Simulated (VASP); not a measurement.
A run of VASP 6.6.1 is set up as follows.

Contents of INCAR:

```
SYSTEM = LiH
  ALGO = Normal
  EDIFF = 1E-8
  ENCUT = 520
  GGA = CA
  ISIF = 2
  ISMEAR = -1
  LASPH = .TRUE.
  LCHARG = .FALSE.
  LEFG = .TRUE.
  LREAL = .FALSE.
  LWAVE = .FALSE.
  NBANDS = 9
  NELM = 60
  PREC = Accurate
  SIGMA = 0.03
```

The input KPOINTS:

```
k-points
0
G
  11 11 11
  0 0 0
```

File POSCAR:

```
LiH
1.0
    0.0203250000      2.0426625000      2.0426625000
    2.0426625000      0.0203250000      2.0426625000
    2.0426625000      2.0426625000      0.0203250000
Li H
1 1
Direct
    0.0000000000      0.0000000000      0.0000000000
    0.5000000000      0.5000000000      0.5000000000
```

Potentials or basis: VASP PAW LDA potentials, release 64 (Li_sv, H).

Command:

```bash
$ cat potpaw_LDA.64/Li_sv/POTCAR potpaw_LDA.64/H/POTCAR > POTCAR
$ mpirun -np 1 vasp_std > vasp.out
```

Problem. Predict the band gap on the k mesh.

Solution. 2.83 eV, indirect (the least direct gap lies 2.8 meV higher).

Caveat: the cell differs from its parent crystal (equal xy, yz and zx shear strains of +1 %); without QUAD_EFG the Cq values of the log hold for a quadrupole moment of 1 mb, not for the nuclei. A k mesh can miss the band edges.
